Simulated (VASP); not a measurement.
Ga4As3P: single point with PBE

Ga4As3P:

```
P As Ga
1.0
     6.57932   -1.98524   -0.00171
     6.57932    1.98524   -0.00171
    -1.19800    0.00000    6.76544
P As Ga
1 3 4
Direct
  0.99968 0.99968 0.99967
  0.50019 0.50019 0.50025
  0.74928 0.74928 0.24713
  0.25084 0.25084 0.75295
  0.43995 0.43995 0.82044
  0.93867 0.93867 0.30566
  0.18245 0.18245 0.06132
  0.68894 0.68894 0.56258
```

```yaml
Program: VASP 6.6.1
Task: single point
Functional: PBE
Potentials_or_basis: VASP PAW PBE potentials, release 64 (P, As, Ga_d)
Cutoff: 520 eV
k_mesh: 6 × 6 × 4
Occupations: fermi-dirac, width 0.02 eV
Spin: no spin polarisation
Dipole_correction: no
Further_INCAR_settings: ALGO = Normal; EDIFF = 1e-07; NBANDS = 46
```

The pressure is 2.8 GPa, the largest force is 0.067 eV/Å and the band gap on the k mesh is 0.75 eV.

Forces in eV/Å, atoms in the order of the input:
```
P   -0.007  0.000 -0.009
As  -0.013  0.000  0.008
As   0.013  0.000 -0.006
As   0.008  0.000  0.009
Ga   0.032  0.000  0.059
Ga   0.029  0.000 -0.051
Ga  -0.065  0.000 -0.009
Ga   0.003  0.000 -0.001
```

Levels at points of the mesh, in eV from the valence-band top:
| k point | band 32 | band 33 | band 34 | band 35 | band 36 | band 37 | band 38 | band 39 | band 40 | band 41 |
| --- | --- | --- | --- | --- | --- | --- | --- | --- | --- | --- |
| (0.00, 0.00, 0.00) | -1.18 | -1.14 | -0.04 | -0.01 | 0.00 | 0.75 | 1.11 | 2.09 | 2.34 | 3.71 |
| (0.50, 0.00, 0.00) | -3.05 | -2.73 | -2.62 | -1.84 | -1.66 | 2.94 | 3.05 | 3.14 | 3.17 | 4.19 |
| (0.50, 0.50, 0.00) | -1.16 | -0.85 | -0.74 | -0.56 | -0.55 | 1.10 | 1.40 | 1.47 | 1.68 | 1.71 |
| (0.00, 0.00, 0.50) | -1.64 | -1.27 | -1.20 | -1.10 | -1.05 | 2.17 | 2.58 | 2.63 | 2.66 | 3.46 |
| (0.50, 0.00, 0.50) | -2.68 | -2.16 | -1.94 | -1.16 | -1.15 | 1.10 | 1.46 | 1.67 | 2.15 | 2.35 |
| (0.50, 0.50, 0.50) | -2.14 | -2.06 | -1.91 | -0.85 | -0.59 | 1.94 | 2.21 | 2.42 | 2.45 | 3.32 |

Run time: 9.2 min on 1 thread of Oxide Virtual Turin-like Processor, with other jobs on the host, peak memory 0.57 GiB.

Caveat: semilocal functionals underestimate gaps, and a narrow one can read as zero. A k mesh can miss the band edges.
